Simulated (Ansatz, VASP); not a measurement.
# As: VASP beside Ansatz

```
As
1.0
     1.87999    1.08541    3.32765
    -1.87999    1.08541    3.32765
     0.00000   -2.17082    3.32765
As
2
Direct
  0.76951 0.76951 0.76951
  0.23049 0.23049 0.23049
```

Alike in both runs: task single point; functional LDA; k mesh 10 × 10 × 10; occupations fermi-dirac, width 0.3 eV; no spin polarisation.

|  | VASP | Ansatz |
| --- | --- | --- |
| version | VASP 6.6.1 | Ansatz 0.2.0 |
| potentials or method | VASP PAW LDA potentials, release 64 (As), cutoff 500 eV | plane waves (420 eV) with PAW, scalar-relativistic |
| valence electrons in the cell | 10 | 30 |

|  | VASP | Ansatz | Ansatz less VASP |
| --- | --- | --- | --- |
| pressure (GPa) | 0.6 | 0.1 | -0.45 |
| traceless stress, the component that is largest in VASP (GPa) | 0.19 | 0.29 | +0.107 |

Ansatz warns that its potentials were made for another functional, while VASP's fit it. LDA's correlation is that of Perdew and Zunger in VASP and of Perdew and Wang (1992) in Ansatz. VASP's potentials hold 10 valence electrons a cell and Ansatz's 30, so a difference there can come from the potentials and not from the codes.
